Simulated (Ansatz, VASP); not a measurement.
# Two plane-wave programs on Ga3Se

File INCAR:

```
ALGO = Normal
EDIFF = 1E-7
ENCUT = 520
GGA = PE
ISIF = 2
ISMEAR = 0
LASPH = T
LCHARG = F
LREAL = F
LWAVE = F
NBANDS = 30
NELM = 60
PREC = Accurate
SIGMA = 0.05
```

KPOINTS

```
k-points
0
Gamma
  5 5 5
```

Contents of POSCAR:

```
Ga3Se
1.0
    4.4324650000      0.0000000000      0.0000000000
    0.0000000000      4.4324650000      0.0000000000
    0.0000000000      0.0000000000      4.4324650000
Ga Se
3 1
Direct
    0.0000000000      0.5000000000      0.5000000000
    0.5000000000      0.0000000000      0.5000000000
    0.5000000000      0.5000000000      0.0000000000
    0.0000000000      0.0000000000      0.0000000000
```

Input for Ansatz:

```yaml
crystal:
  lattice:
    - [4.432465, 0.0, 0.0]
    - [0.0, 4.432465, 0.0]
    - [0.0, 0.0, 4.432465]
  atoms:
    - { symbol: Ga, position: [0.0, 0.5, 0.5] }
    - { symbol: Ga, position: [0.5, 0.0, 0.5] }
    - { symbol: Ga, position: [0.5, 0.5, 0.0] }
    - { symbol: Se, position: [0.0, 0.0, 0.0] }
basis:
  ecutwfc: 420
kpoints:
  mp_grid: { grid: [5, 5, 5] }
hamiltonian:
  xc: pbe
scf:
  occupations: { method: gaussian, width: 0.05 }
output:
  forces: true
  stress: true
  eigenvalues: true
```

Alike in both runs: task single point; functional PBE; k mesh 5 × 5 × 5; occupations gaussian, width 0.05 eV; no spin polarisation.

|  | VASP | Ansatz |
| --- | --- | --- |
| version | VASP 6.6.1 | Ansatz 0.2.0 |
| potentials or method | VASP PAW PBE potentials, release 64 (Ga_d, Se), cutoff 520 eV | scalar-relativistic, plane waves, PAW |
| valence electrons in the cell | 45 | 55 |

|  | VASP | Ansatz | Ansatz less VASP |
| --- | --- | --- | --- |
| gap on the k mesh at the Fermi level (eV) | none | none | - |
| pressure (GPa) | -0.3 | -0.3 | -0.05 |

A gap of «none» marks a metal or a gap that the smearing closes. With one functional, cell and mesh, what is left measures potentials, basis and numerics. VASP's potentials hold 45 valence electrons a cell and Ansatz's 55, so a difference there can come from the potentials and not from the codes.
